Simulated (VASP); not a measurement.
Here is a VASP 6.6.1 calculation.

The input INCAR:

```
PREC = Accurate
ENCUT = 520
EDIFF = 1E-6
ISMEAR = -1
SIGMA = 0.05
LREAL = Auto
LASPH = True
NELM = 100
ALGO = Normal
ISIF = 2
LWAVE = False
LCHARG = False
GGA = CA
IBRION = 2
NSW = 80
EDIFFG = -0.03
NELECT = 252.0
NCORE = 4
```

The input KPOINTS:

```
Automatic mesh
0
Gamma
  1 1 1
```

File POSCAR:

```
Si62As
1.0
   10.8600000000      0.0000000000      0.0000000000
    0.0000000000     10.8600000000      0.0000000000
    0.0000000000      0.0000000000     10.8600000000
Si As
62 1
Direct
    0.5000000000      0.0000000000      0.0000000000
    0.6250000000      0.1250000000      0.1250000000
    0.7500000000      0.2500000000      0.0000000000
    0.8750000000      0.3750000000      0.1250000000
    0.7500000000      0.0000000000      0.2500000000
    0.8750000000      0.1250000000      0.3750000000
    0.0000000000      0.0000000000      0.0000000000
    0.1250000000      0.1250000000      0.1250000000
    0.2500000000      0.2500000000      0.0000000000
    0.3750000000      0.3750000000      0.1250000000
    0.5000000000      0.5000000000      0.0000000000
    0.6250000000      0.6250000000      0.1250000000
    0.7500000000      0.7500000000      0.0000000000
    0.8750000000      0.8750000000      0.1250000000
    0.2500000000      0.0000000000      0.2500000000
    0.3750000000      0.1250000000      0.3750000000
    0.5000000000      0.2500000000      0.2500000000
    0.6250000000      0.3750000000      0.3750000000
    0.7500000000      0.5000000000      0.2500000000
    0.8750000000      0.6250000000      0.3750000000
    0.5000000000      0.0000000000      0.5000000000
    0.6250000000      0.1250000000      0.6250000000
    0.7500000000      0.2500000000      0.5000000000
    0.8750000000      0.3750000000      0.6250000000
    0.7500000000      0.0000000000      0.7500000000
    0.8750000000      0.1250000000      0.8750000000
    0.0000000000      0.5000000000      0.0000000000
    0.1250000000      0.6250000000      0.1250000000
    0.2500000000      0.7500000000      0.0000000000
    0.3750000000      0.8750000000      0.1250000000
    0.0000000000      0.2500000000      0.2500000000
    0.1250000000      0.3750000000      0.3750000000
    0.2500000000      0.5000000000      0.2500000000
    0.3750000000      0.6250000000      0.3750000000
    0.5000000000      0.7500000000      0.2500000000
    0.0000000000      0.0000000000      0.5000000000
    0.1250000000      0.1250000000      0.6250000000
    0.2500000000      0.2500000000      0.5000000000
    0.3750000000      0.3750000000      0.6250000000
    0.5000000000      0.5000000000      0.5000000000
    0.6250000000      0.6250000000      0.6250000000
    0.8750000000      0.8750000000      0.6250000000
    0.2500000000      0.0000000000      0.7500000000
    0.3750000000      0.1250000000      0.8750000000
    0.5000000000      0.2500000000      0.7500000000
    0.6250000000      0.3750000000      0.8750000000
    0.7500000000      0.5000000000      0.7500000000
    0.8750000000      0.6250000000      0.8750000000
    0.0000000000      0.7500000000      0.2500000000
    0.1250000000      0.8750000000      0.3750000000
    0.0000000000      0.5000000000      0.5000000000
    0.1250000000      0.6250000000      0.6250000000
    0.2500000000      0.7500000000      0.5000000000
    0.3750000000      0.8750000000      0.6250000000
    0.0000000000      0.2500000000      0.7500000000
    0.1250000000      0.3750000000      0.8750000000
    0.2500000000      0.5000000000      0.7500000000
    0.3750000000      0.6250000000      0.8750000000
    0.5000000000      0.7500000000      0.7500000000
    0.6250000000      0.8750000000      0.8750000000
    0.0000000000      0.7500000000      0.7500000000
    0.1250000000      0.8750000000      0.8750000000
    0.6250000000      0.8750000000      0.3750000000
```

Potentials or basis: VASP PAW LDA potentials, release 64 (Si, As).

Run with:

```console
$ cat potpaw_LDA.64/Si/POTCAR potpaw_LDA.64/As/POTCAR > POTCAR
$ mpirun -np 4 vasp_gam > vasp.out
```

Task: What does it give for the energy gained by relaxing?

Result: 3.8 meV/atom.

Forces in eV/Å, atoms in the order of the input:
```
Si  -0.002  0.002 -0.004
Si   0.013  0.001 -0.001
Si   0.015  0.002 -0.002
Si   0.014  0.000  0.003
Si  -0.004  0.006 -0.006
Si   0.003 -0.004  0.005
Si  -0.003  0.007 -0.001
Si   0.008 -0.002  0.002
Si  -0.016  0.016 -0.016
Si   0.002 -0.008  0.002
Si  -0.007  0.003 -0.001
Si   0.005 -0.003  0.004
Si  -0.001  0.001 -0.003
Si   0.003 -0.005  0.004
Si  -0.004  0.002 -0.002
Si  -0.001  0.001  0.013
Si  -0.002  0.004 -0.002
Si   0.004 -0.006  0.004
Si  -0.007  0.003 -0.013
Si   0.016 -0.016 -0.017
Si  -0.006  0.006 -0.004
Si   0.005 -0.004  0.003
Si  -0.001  0.003 -0.001
Si   0.001 -0.002  0.001
Si  -0.007  0.013 -0.003
Si   0.014 -0.003  0.000
Si  -0.003  0.003 -0.005
Si   0.000 -0.014  0.003
Si  -0.002 -0.015 -0.002
Si  -0.001 -0.013 -0.001
Si  -0.003  0.001 -0.007
Si   0.008 -0.008  0.004
Si  -0.001  0.003 -0.007
Si   0.004 -0.003  0.005
Si  -0.006  0.004 -0.006
Si  -0.003  0.013 -0.007
Si   0.000 -0.003  0.014
Si  -0.002  0.002  0.015
Si   0.003  0.000  0.014
Si  -0.013  0.003 -0.007
Si  -0.017 -0.016  0.016
Si   0.016  0.017  0.016
Si  -0.001  0.007 -0.003
Si   0.002 -0.002  0.008
Si  -0.007  0.001 -0.003
Si   0.004 -0.008  0.008
Si  -0.004  0.007 -0.007
Si   0.001 -0.001  0.002
Si  -0.003  0.007 -0.013
Si   0.006 -0.004  0.004
Si  -0.007  0.007 -0.004
Si   0.002 -0.001  0.001
Si  -0.003  0.001 -0.001
Si   0.004 -0.005  0.003
Si  -0.003  0.005 -0.003
Si  -0.001  0.001 -0.001
Si  -0.005  0.003 -0.003
Si   0.003 -0.014  0.000
Si  -0.013  0.007 -0.003
Si   0.004 -0.004  0.006
Si  -0.007  0.004 -0.007
Si   0.008 -0.004  0.008
As  -0.004  0.004 -0.004
```

Caveat: the k points lie up to 0.58 Å⁻¹ apart; the cell carries a net charge on a neutralising background, which shifts energy and pressure.
